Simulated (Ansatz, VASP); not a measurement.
One calculation of MoW2C4, two programs

```xyz
7
Lattice="3.9736 0.0000 0.0000 -1.9868 3.4413 0.0000 0.0000 0.0000 9.2660" Properties=species:S:1:pos:R:3 pbc="T T T"
Mo    0.0000    0.0000    4.6330
W     0.0000    0.0000    7.4002
W     0.0000    0.0000    1.8657
C     1.9868    0.0000    4.6330
C    -0.9934    1.7206    4.6330
C     0.9934    1.7206    4.6330
C     0.0000    0.0000    0.0000
```

Alike in both runs: functional PBE; k mesh 4 × 4 × 2; occupations gaussian, width 0.2 eV; no spin polarisation.

Ansatz relaxed the structure, and its values are those at the end. VASP's run is a single point on that final structure, the one shown.

|  | VASP | Ansatz |
| --- | --- | --- |
| version | VASP 6.6.1 | Ansatz 0.2.0 |
| potentials or method | VASP PAW PBE potentials, release 64 (Mo_sv, W_sv, C), cutoff 600 eV | scalar-relativistic, plane waves, PAW |
| valence electrons in the cell | 58 | 58 |

Ansatz gave:

| Property | Result |
| --- | --- |
| gap on the k mesh at the Fermi level (eV) | none |
| pressure (GPa) | -0.1 |
| rms of the force components (eV/Å) | 0.003 |

Question: Estimate VASP's values.

Answer: gap on the k mesh at the Fermi level (eV): none; pressure (GPa): 0.1; rms of the force components (eV/Å): 0.010.

A gap of «none» marks a metal or a gap that the smearing closes.

The k mesh is coarse, so the values compare programs but aren't converged. Neither program's run includes spin-orbit coupling.
